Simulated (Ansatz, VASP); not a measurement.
**One calculation of B, two programs**

```
B
1.0
    -1.15380    1.15380    1.15380
     1.15380   -1.15380    1.15380
     1.15380    1.15380   -1.15380
B
1
Direct
  0.00000 0.00000 0.00000
```

Alike in both runs: task single point; functional LDA; k mesh 18 × 18 × 18; occupations fermi-dirac, width 0.08 eV; no spin polarisation.

```csv
,VASP,Ansatz
version,VASP 6.6.1,Ansatz 0.2.0
potentials or method,"VASP PAW LDA potentials, release 64 (B), cutoff 520 eV","all-electron LAPW, scalar-relativistic"
```

|  | VASP | Ansatz | Ansatz less VASP |
| --- | --- | --- | --- |
| pressure (GPa) | -8.0 | -8.4 | -0.36 |

LDA's correlation is that of Perdew and Zunger in VASP and of Perdew and Wang (1992) in Ansatz. Ansatz ran all-electron here, and VASP with PAW potentials.
